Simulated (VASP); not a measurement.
Input of a VASP 6.6.1 run:

File INCAR:

```
ALGO = Normal
EDIFF = 1E-6
ENCUT = 520
ISIF = 2
ISMEAR = -1
LASPH = True
LCHARG = False
LREAL = False
LWAVE = False
NBANDS = 13
NELM = 60
PREC = Accurate
SIGMA = 0.05
```

File KPOINTS:

```
k-points
0
Gamma
  14 14 14
```

File POSCAR:

```
W
1.0
    0.0000000000      2.0300000000      2.0706000000
    2.0300000000      0.0000000000      2.0706000000
    2.0300000000      2.0300000000      0.0000000000
W
1
Direct
    0.0000000000      0.0000000000      0.0000000000
```

Potentials or basis: VASP PAW LDA potentials, release 64 (W_sv).

Command:

```sh
$ cat potpaw_LDA.64/W_sv/POTCAR > POTCAR
$ mpirun -np 1 vasp_std > vasp.out
```

What does it give for the pressure?

-21.0 GPa.

What does it give for the band gap on the k mesh?

Zero (band 7 reaches 12.93 eV, above the bottom of band 8 at 9.36 eV).

Stress tensor (GPa, compression positive):
```
-22.79   0.00   0.00
  0.00 -22.79   0.00
  0.00   0.00 -17.46
```

Caveat: the cell differs from its parent crystal (zz strain of +2 %); spin-orbit coupling is left out, which moves the levels of the heavy elements.
